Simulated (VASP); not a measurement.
# Si (Fm-3m) in VASP: further runs

The runs below take Si through single point, relaxation of cell and atoms, with r2SCAN.

Everything below comes from runs of VASP 6.6.1. Logs are shortened: lines on timing, memory, paths and dates and some standing lists are left out, and cuts for length are marked.

## Step 1: The cell of the first run

The structure is cubic, space group Fm-3m (No. 225). Conventional cell: a = 3.765 Å, b = 3.765 Å, c = 3.765 Å, α = 90.00°, β = 90.00°, γ = 90.00°. Si (site symmetry m-3m) has 12 Si at 2.66 Å within 3.5 Å.

This isn't the form of Si at room conditions, which is diamond.

## Step 2: Single point, r2SCAN

Input file POSCAR:

```
Si
1.0
    0.0000000000      1.8824180310      1.8824180310
    1.8824180310      0.0000000000      1.8824180310
    1.8824180310      1.8824180310      0.0000000000
Si
1
Direct
    0.0000000000      0.0000000000      0.0000000000
```

Input file INCAR.step1:

```
SYSTEM = Si
PREC = Accurate
ENCUT = 550
ISMEAR = 0
SIGMA = 0.1
LREAL = .FALSE.
LASPH = .TRUE.
NELM = 120
NBANDS = 8
GGA = PE
ALGO = Normal
EDIFF = 1E-5
LWAVE = .TRUE.
LCHARG = .FALSE.
GGA_COMPAT = .FALSE.
```

Input file INCAR.step2:

```
SYSTEM = Si
PREC = Accurate
ENCUT = 550
EDIFF = 1E-6
ISMEAR = 0
SIGMA = 0.1
LREAL = .FALSE.
LASPH = .TRUE.
NELM = 120
ALGO = Normal
ISIF = 2
LWAVE = .FALSE.
LCHARG = .FALSE.
METAGGA = R2SCAN
LMIXTAU = .TRUE.
NBANDS = 8
ISTART = 1
GGA_COMPAT = .FALSE.
```

Input file KPOINTS:

```
regular mesh
0
G
  6 6 6
  0 0 0
```

Potentials or basis: VASP PAW PBE potentials, release 64 (Si).

The run is started by

```bash
$ cat potpaw_PBE.64/Si/POTCAR > POTCAR
$ cp INCAR.step1 INCAR
$ mpirun -np 1 vasp_std > vasp.out
$ cp INCAR.step2 INCAR
$ mpirun -np 1 vasp_std > vasp.out
```

OUTCAR:

```text
SYSTEM = Si
   PREC = Accurate
   ENCUT = 550
   EDIFF = 1E-6
   ISMEAR = 0
   LREAL = .FALSE.
   LASPH = .TRUE.
   NELM = 120
   ISIF = 2
   METAGGA = R2SCAN
   ISTART = 1

 ion  position               nearest neighbor table
   1  0.000  0.000  0.000-

  LATTYP: Found a face centered cubic cell.
 ALAT       =     3.7648360620

  Lattice vectors:

 A1 = (   0.0000000000,   1.8824180310,   1.8824180310)
 A2 = (   1.8824180310,   0.0000000000,   1.8824180310)
 A3 = (   1.8824180310,   1.8824180310,   0.0000000000)

Analysis of symmetry for initial positions (statically):
=====================================================================
 Subroutine PRICEL returns:
 Original cell was already a primitive cell.

 Routine SETGRP: Setting up the symmetry group for a
 face centered cubic supercell.

 Subroutine GETGRP returns: Found 48 space group operations
 (whereof 48 operations were pure point group operations)
 out of a pool of 48 trial point group operations.

The static configuration has the point symmetry O_h .

Analysis of symmetry for dynamics (positions and initial velocities):
=====================================================================
 Subroutine PRICEL returns:
 Original cell was already a primitive cell.

 Routine SETGRP: Setting up the symmetry group for a
 face centered cubic supercell.

 Subroutine GETGRP returns: Found 48 space group operations
 (whereof 48 operations were pure point group operations)
 out of a pool of 48 trial point group operations.

The dynamic configuration has the point symmetry O_h .

 Subroutine INISYM returns: Found 48 space group operations
 (whereof 48 operations are pure point group operations),
 and found     1 'primitive' translations

----------------------------------------------------------------------------------------

                                     Primitive cell

  volume of cell :      13.3407

  direct lattice vectors                    reciprocal lattice vectors
     0.000000000  1.882418031  1.882418031    -0.265615815  0.265615815  0.265615815
     1.882418031  0.000000000  1.882418031     0.265615815 -0.265615815  0.265615815
     1.882418031  1.882418031  0.000000000     0.265615815  0.265615815 -0.265615815

  length of vectors
     2.662141109  2.662141109  2.662141109     0.460060087  0.460060087  0.460060087

  position of ions in fractional coordinates (direct lattice)
     0.000000000  0.000000000  0.000000000

  ion indices of the primitive-cell ions
   primitive index   ion index
                 1           1

----------------------------------------------------------------------------------------

 KPOINTS: regular mesh

Automatic generation of k-mesh.
 Grid dimensions read from file:
 generate k-points for:    6    6    6

 Generating k-lattice:

  Cartesian coordinates                     Fractional coordinates (reciprocal lattice)
    -0.044269303  0.044269303  0.044269303     0.166666667  0.000000000  0.000000000
     0.044269303 -0.044269303  0.044269303     0.000000000  0.166666667  0.000000000
     0.044269303  0.044269303 -0.044269303     0.000000000  0.000000000  0.166666667

  Length of vectors
     0.076676681  0.076676681  0.076676681

  Shift w.r.t. Gamma in fractional coordinates (k-lattice)
     0.000000000  0.000000000  0.000000000

 Subroutine IBZKPT returns following result:
 ===========================================

 Found     16 irreducible k-points:

 Following reciprocal coordinates:
            Coordinates               Weight
  0.000000  0.000000  0.000000      1.000000
  0.166667  0.000000  0.000000      8.000000
  0.333333  0.000000  0.000000      8.000000
  0.500000  0.000000  0.000000      4.000000
  0.166667  0.166667  0.000000      6.000000
  0.333333  0.166667  0.000000     24.000000
  0.500000  0.166667  0.000000     24.000000
 -0.333333  0.166667  0.000000     24.000000
 -0.166667  0.166667  0.000000     12.000000
  0.333333  0.333333  0.000000      6.000000
  0.500000  0.333333  0.000000     24.000000
 -0.333333  0.333333  0.000000     12.000000
  0.500000  0.500000  0.000000      3.000000
  0.500000  0.333333  0.166667     24.000000
 -0.333333  0.333333  0.166667     24.000000
 -0.333333  0.500000  0.166667     12.000000
   k-points           NKPTS =     16   k-points in BZ     NKDIM =     16   number of bands    NBANDS=      8
   number of dos      NEDOS =    301   number of ions     NIONS =      1
   total plane-waves  NPLWV =   8000
   dimension x,y,z NGX =    20 NGY =   20 NGZ =   20
   dimension x,y,z NGXF=    40 NGYF=   40 NGZF=   40
   ions per type =               1
   NGX,Y,Z   is equivalent  to a cutoff of  12.49, 12.49, 12.49 a.u.
   NGXF,Y,Z  is equivalent  to a cutoff of  24.98, 24.98, 24.98 a.u.
 SYSTEM =  Si
   PREC   = accura    normal or accurate (medium, high low for compatibility)
   ISTART =      1    job   : 0-new  1-cont  2-samecut
   ICHARG =      0    charge: 1-file 2-atom 10-const
   ISPIN  =      1    spin polarized calculation?
   LNONCOLLINEAR =      F non collinear calculations
   LSORBIT =      F    spin-orbit coupling
   LASPH  =      T    aspherical Exc in radial PAW
   ENCUT  =  550.0 eV  40.42 Ry    6.36 a.u.   5.09  5.09  5.09*2*pi/ulx,y,z
   NELM   =    120;   NELMIN=  2; NELMDL=  0     # of ELM steps
   EDIFF  = 0.1E-05   stopping-criterion for ELM
   LREAL  =      F    real-space projection
   EDIFFG = 0.1E-04   stopping-criterion for IOM
   NSW    =      0    number of steps for IOM
   IBRION =     -1    ionic relax: 0-MD 1-quasi-New 2-CG
   NFREE  =      0    steps in history (QN), initial steepest desc. (CG)
   ISIF   =      2    stress and relaxation
   ISYM   =      2    0-nonsym 1-usesym 2-fastsym
   POTIM  = 0.5000    time-step for ionic-motion
   TEBEG  =    0.0;   TEEND  =   0.0 temperature during run
   PSTRESS=    0.0 pullay stress
   NELECT =       4.0000    total number of electrons
   NUPDOWN=      -1.0000    fix difference up-down
   EMIN   =  10.00;   EMAX   =-10.00  energy-range for DOS
   EFERMI =   0.00;   METHOD = LEGACY
   ISMEAR =     0;   SIGMA  =   0.10  broadening in eV -4-tet -1-fermi 0-gaus
   EFERMI_NEDOS =   21; number of points for ismear=-14 and -15
   IALGO  =     38    algorithm
   IMIX   =      4    mixing-type and parameters
     AMIX     =   0.40;   BMIX     =  1.00
[... 34 lines left out ...]

 k-point     1 :       0.0000    0.0000    0.0000
  band No.  band energies     occupation
      1      -4.8541      2.00000
      2      24.2803      0.00000
      3      24.2803      0.00000
      4      24.2803      0.00000
      5      24.3910      0.00000
      6      24.3910      0.00000
      7      24.3910      0.00000
      8      29.9864      0.00000

 k-point     2 :       0.1667    0.0000    0.0000
  band No.  band energies     occupation
      1      -3.9479      2.00000
      2      16.6322      0.00000
      3      22.0166      0.00000
      4      22.0166      0.00000
      5      26.2361      0.00000
      6      27.2433      0.00000
      7      27.2433      0.00000
      8      29.8492      0.00000

 k-point     3 :       0.3333    0.0000    0.0000
  band No.  band energies     occupation
      1      -1.2523      2.00000
      2       9.2042      2.00000
      3      21.1683      0.00000
      4      21.1683      0.00000
      5      24.7107      0.00000
      6      24.7107      0.00000
      7      26.1469      0.00000
      8      30.4531      0.00000

 k-point     4 :       0.5000    0.0000    0.0000
  band No.  band energies     occupation
      1       3.0618      2.00000
      2       3.2764      2.00000
      3      21.3554      0.00000
      4      21.3554      0.00000
      5      23.0170      0.00000
      6      23.0170      0.00000
      7      26.5841      0.00000
      8      28.5528      0.00000

 k-point     5 :       0.1667    0.1667    0.0000
  band No.  band energies     occupation
      1      -3.6467      2.00000
      2      19.1885      0.00000
      3      19.1885      0.00000
      4      20.3971      0.00000
      5      22.0721      0.00000
      6      24.5164      0.00000
      7      30.9378      0.00000
      8      30.9378      0.00000

 k-point     6 :       0.3333    0.1667    0.0000
  band No.  band energies     occupation
      1      -1.5503      2.00000
      2      12.2499      0.00000
      3      17.8777      0.00000
      4      18.8626      0.00000
      5      20.5552      0.00000
      6      25.8943      0.00000
      7      30.2890      0.00000
      8      31.9747      0.00000

 k-point     7 :       0.5000    0.1667    0.0000
  band No.  band energies     occupation
      1       2.2860      2.00000
      2       5.7748      2.00000
      3      16.0035      0.00000
      4      18.1323      0.00000
      5      20.8672      0.00000
      6      27.7648      0.00000
      7      30.1332      0.00000
      8      33.1536      0.00000

 k-point     8 :      -0.3333    0.1667    0.0000
  band No.  band energies     occupation
      1       0.8208      2.00000
      2       7.7588      2.00000
      3      14.6561      0.00000
      4      19.9175      0.00000
      5      22.8321      0.00000
      6      26.5719      0.00000
      7      29.6366      0.00000
      8      32.7367      0.00000

 k-point     9 :      -0.1667    0.1667    0.0000
  band No.  band energies     occupation
      1      -2.4460      2.00000
      2      14.1677      0.00000
      3      15.4584      0.00000
      4      22.9710      0.00000
      5      26.1821      0.00000
      6      26.6156      0.00000
      7      27.4290      0.00000
      8      28.4592      0.00000

 k-point    10 :       0.3333    0.3333    0.0000
  band No.  band energies     occupation
      1      -0.0681      2.00000
      2      13.8537      0.00000
      3      16.0371      0.00000
      4      16.0371      0.00000
      5      16.9072      0.00000
      6      20.3864      0.00000
      7      36.0967      0.00000
      8      37.1666      0.00000

 k-point    11 :       0.5000    0.3333    0.0000
  band No.  band energies     occupation
      1       3.1395      2.00000
      2       9.9818      2.00000
      3      10.2611      2.00000
      4      15.7731      0.00000
      5      18.2645      0.00000
      6      24.0170      0.00000
      7      34.4024      0.00000
      8      37.1323      0.00000

 k-point    12 :      -0.3333    0.3333    0.0000
  band No.  band energies     occupation
      1       4.6132      2.00000
      2       7.3745      2.00000
      3       8.9260      2.00000
      4      17.0839      0.00000
      5      19.8363      0.00000
      6      30.9045      0.00000
      7      32.5434      0.00000
      8      33.3395      0.00000

 k-point    13 :       0.5000    0.5000    0.0000
  band No.  band energies     occupation
      1       5.0998      2.00000
      2       6.6066      2.00000
      3      14.9825      0.00000
      4      14.9825      0.00000
      5      15.7105      0.00000
      6      19.3315      0.00000
      7      38.7001      0.00000
      8      40.5163      0.00000

 k-point    14 :       0.5000    0.3333    0.1667
  band No.  band energies     occupation
      1       1.1127      2.00000
      2      10.7829      2.00000
      3      12.2444      0.00000
      4      14.9571      0.00000
      5      24.3140      0.00000
      6      25.6005      0.00000
      7      28.5084      0.00000
      8      36.0014      0.00000

 k-point    15 :      -0.3333    0.3333    0.1667
  band No.  band energies     occupation
      1       5.3923      2.00000
      2       5.5266      2.00000
      3      12.3603      0.00000
      4      12.5896      0.00000
      5      25.3128      0.00000
      6      26.3382      0.00000
      7      31.2713      0.00000
      8      32.5892      0.00000

 k-point    16 :      -0.3333    0.5000    0.1667
  band No.  band energies     occupation
      1       6.2374      2.00000
      2       7.7687      2.00000
      3       9.6497      2.00000
      4      11.1481      1.50000
      5      23.2359      0.00000
      6      24.8602      0.00000
      7      32.9015      0.00000
      8      33.7308      0.00000

------------------------ aborting loop because EDIFF is reached ----------------------------------------

  FORCE on cell =-STRESS in cart. coord.  units (eV):
  Direction    XX          YY          ZZ          XY          YZ          ZX
  --------------------------------------------------------------------------------------
  -------------------------------------------------------------------------------------
  Total        0.0112051      0.0112051      0.0112051      0.0000000      0.0000000      0.0000000
  in kB        1.3456974      1.3456974      1.3456974      0.0000000      0.0000000      0.0000000
  external PRESSURE =       1.3456974 kB  Pullay stress =       0.0000000 kB

 VOLUME and BASIS-vectors are now :
 -----------------------------------------------------------------------------
  energy-cutoff  :      550.00
  volume of cell :       13.34
      direct lattice vectors                 reciprocal lattice vectors
     0.000000000  1.882418031  1.882418031    -0.265615815  0.265615815  0.265615815
     1.882418031  0.000000000  1.882418031     0.265615815 -0.265615815  0.265615815
     1.882418031  1.882418031  0.000000000     0.265615815  0.265615815 -0.265615815

 POSITION                                       TOTAL-FORCE (eV/Angst)
 -----------------------------------------------------------------------------------
      0.00000      0.00000      0.00000         0.000000      0.000000     -0.000000
 -----------------------------------------------------------------------------------
    total drift:                                0.000000      0.000000     -0.000000

  FREE ENERGIE OF THE ION-ELECTRON SYSTEM (eV)
  ---------------------------------------------------
  free  energy   TOTEN  =        -7.9841136996 eV

  energy  without entropy=       -7.9816170109  energy(sigma->0) =       -7.98286536
```

It took 12 s on 1 thread of Intel Xeon Platinum 8259CL at 2.50GHz (Skylake/Cascade Lake), shared host; peak memory 0.11 GiB.

Results:

```
Free energy            : -7.9841 eV
Pressure               : 0.1 GPa
Band gap on the k mesh : zero (bands 2 and 3 overlap by 15.35 eV)
```

Caveat: the k points lie up to 0.48 Å⁻¹ apart, too coarse for converged energies and pressures of a metal; the PAW data sets were made with another functional, which shifts forces and pressure a little.

## Step 3: Single point, r2SCAN

This run uses another cell than the first one, of 21.20 Å³/atom.

Input file POSCAR:

```
Si
1.0
    0.0000000000      2.1966428308      2.1966428308
    2.1966428308      0.0000000000      2.1966428308
    2.1966428308      2.1966428308      0.0000000000
Si
1
Direct
    0.0000000000      0.0000000000      0.0000000000
```

Input file INCAR.step1:

```
ALGO = Normal
EDIFF = 1E-5
ENCUT = 550
GGA = PE
GGA_COMPAT = F
ISMEAR = 0
LASPH = T
LCHARG = F
LREAL = F
LWAVE = T
NBANDS = 8
NELM = 120
PREC = Accurate
SIGMA = 0.1
```

Input file INCAR.step2:

```
ALGO = Normal
EDIFF = 1E-6
ENCUT = 550
GGA_COMPAT = F
ISIF = 2
ISMEAR = 0
ISTART = 1
LASPH = T
LCHARG = F
LMIXTAU = T
LREAL = F
LWAVE = F
METAGGA = R2SCAN
NBANDS = 8
NELM = 120
PREC = Accurate
SIGMA = 0.1
```

Input file KPOINTS:

```
k-points
0
Gamma
  8 8 8
```

Potentials or basis: VASP PAW PBE potentials, release 64 (Si).

The run is started by

```bash
$ cat potpaw_PBE.64/Si/POTCAR > POTCAR
$ cp INCAR.step1 INCAR
$ mpirun -np 1 vasp_std > vasp.out
$ cp INCAR.step2 INCAR
$ mpirun -np 1 vasp_std > vasp.out
```

Run time: 23 s. Hardware: 1 thread of Intel Xeon Platinum 8259CL at 2.50GHz (Skylake/Cascade Lake), shared host; peak memory 0.13 GiB.

Results (log left out):

| Quantity | Value |
| --- | --- |
| Free energy | -7.5560 eV |
| Pressure | -14.1 GPa |
| Band gap on the k mesh | zero (bands 2 and 3 overlap by 9.88 eV) |

Levels at points of the mesh, in eV from the Fermi level:
```
           k point  band 1  band 2  band 3  band 4  band 5
(0.00, 0.00, 0.00)  -12.08    7.78    7.78    7.78   11.25
(0.50, 0.00, 0.00)   -7.15   -5.07    6.03    6.03   10.41
(0.50, 0.50, 0.00)   -4.87   -4.00    2.39    2.39    5.18
```

Caveat: the cell stands under tension; the PAW data sets were made with another functional, which shifts forces and pressure a little.

## Step 4: Relaxation of cell and atoms, r2SCAN

This run uses another cell than the first one, of 21.20 Å³/atom.

POSCAR is that of step 3.

Input file INCAR.step1:

```
PREC = Accurate ; ENCUT = 550
ISMEAR = 0 ; SIGMA = 0.1
LREAL = False ; LASPH = True
NELM = 120 ; GGA = PE
ALGO = Normal ; EDIFF = 1E-5
LWAVE = True ; LCHARG = False
GGA_COMPAT = False ; IBRION = 2
ISIF = 3 ; EDIFFG = -0.005
NELMIN = 4 ; NSW = 100
```

Input file INCAR.step2:

```
PREC = Accurate ; ENCUT = 550
EDIFF = 1E-7 ; ISMEAR = 0
SIGMA = 0.1 ; LREAL = False
LASPH = True ; NELM = 120
ALGO = Normal ; ISIF = 3
LWAVE = False ; LCHARG = False
METAGGA = R2SCAN ; LMIXTAU = True
IBRION = 2 ; NSW = 90
EDIFFG = -0.04 ; ISTART = 1
GGA_COMPAT = False ; NELMIN = 4
```

Input file KPOINTS:

```
Automatic mesh
0
Gamma
  6 6 6
```

The run is started by

```bash
$ cat potpaw_PBE.64/Si/POTCAR > POTCAR
$ cp INCAR.step1 INCAR
$ mpirun -np 1 vasp_std > vasp.out
$ cp INCAR.step2 INCAR
$ mpirun -np 1 vasp_std > vasp.out
```

Run time: 62 s. Hardware: 1 thread of Intel Xeon Platinum 8259CL at 2.50GHz (Skylake/Cascade Lake), shared host; peak memory 0.14 GiB.

It converged, with:

```
Free energy                           : -7.9844 eV
Relaxed volume                        : 13.37 Å³/atom
Relaxed cell                          : a = 2.664 Å, b = 2.664 Å, c = 2.664 Å, α = 60.00°, β = 60.00°, γ = 60.00°
Space group after relaxing (to 0.1 Å) : Fm-3m (No. 225)
Energy gained by relaxing             : 596.1 meV/atom
Ionic steps                           : 6
Pressure after relaxing               : -0.2 GPa
Band gap on the k mesh                : zero (bands 2 and 3 overlap by 15.34 eV)
```

Step by step:
| step | energy change (eV) | largest force (eV/Å) | pressure (GPa) | volume (Å³) |
| --- | --- | --- | --- | --- |
| 1 | 0.0000 | 0.0000 | -12.32 | 21.20 |
| 2 | -0.4004 | 0.0000 | -15.82 | 16.58 |
| 3 | -0.2451 | 0.0000 | 49.63 | 10.53 |
| 4 | -0.5711 | 0.0000 | -7.43 | 14.36 |
| 5 | -0.5953 | 0.0000 | 1.60 | 13.18 |
| 6 | -0.5961 | 0.0000 | -0.20 | 13.37 |

Final structure:
```cif
data_structure
_symmetry_space_group_name_H-M 'P 1'
_symmetry_Int_Tables_number 1
_cell_length_a 2.6642
_cell_length_b 2.6642
_cell_length_c 2.6642
_cell_angle_alpha 60.000
_cell_angle_beta 60.000
_cell_angle_gamma 60.000
_cell_volume 13.37
loop_
_atom_site_label
_atom_site_type_symbol
_atom_site_fract_x
_atom_site_fract_y
_atom_site_fract_z
_atom_site_occupancy
Si1 Si 0.00000 0.00000 0.00000 1
```

Levels at points of the mesh, in eV from the Fermi level:
| k point | band 1 | band 2 | band 3 | band 4 | band 5 |
| --- | --- | --- | --- | --- | --- |
| (0.00, 0.00, 0.00) | -16.02 | 13.08 | 13.08 | 13.17 | 13.17 |
| (0.50, 0.00, 0.00) | -8.12 | -7.90 | 10.14 | 10.14 | 11.82 |
| (0.50, 0.50, 0.00) | -6.08 | -4.58 | 3.78 | 3.78 | 4.52 |

Caveat: the k points lie up to 0.48 Å⁻¹ apart in the final cell, too coarse for converged energies and pressures of a metal; the volume moved by over 15 % at a fixed basis, so the end points are rough; the PAW data sets were made with another functional, which shifts forces and pressure a little.

## Step 5: The runs side by side

```csv
task,cell,k mesh,gap on the mesh (eV),pressure (GPa)
single point,"a = 2.662 Å, angles 60.0°, 1 atom",6 × 6 × 6,none,0.1
single point,"a = 3.107 Å, angles 60.0°, 1 atom",8 × 8 × 8,none,-14.1
relaxation of cell and atoms,"relaxed from a = 3.107 Å, angles 60.0°, 1 atom",6 × 6 × 6,none,-0.2
```

Alike in all rows: level r2SCAN; potentials or basis VASP PAW PBE potentials, release 64 (Si); no spin polarisation; cutoff (eV) 550; smearing gaussian 0.1 eV.

Caveats: some runs use coarse meshes; the PAW data sets were made with another functional, which shifts forces and pressure a little; the cell stands under tension (at least some runs); the volume moved by over 15 % at a fixed basis, so the end points are rough (at least some runs).

Total energies depend on the potentials used, so only differences within one code and one set of settings carry meaning.
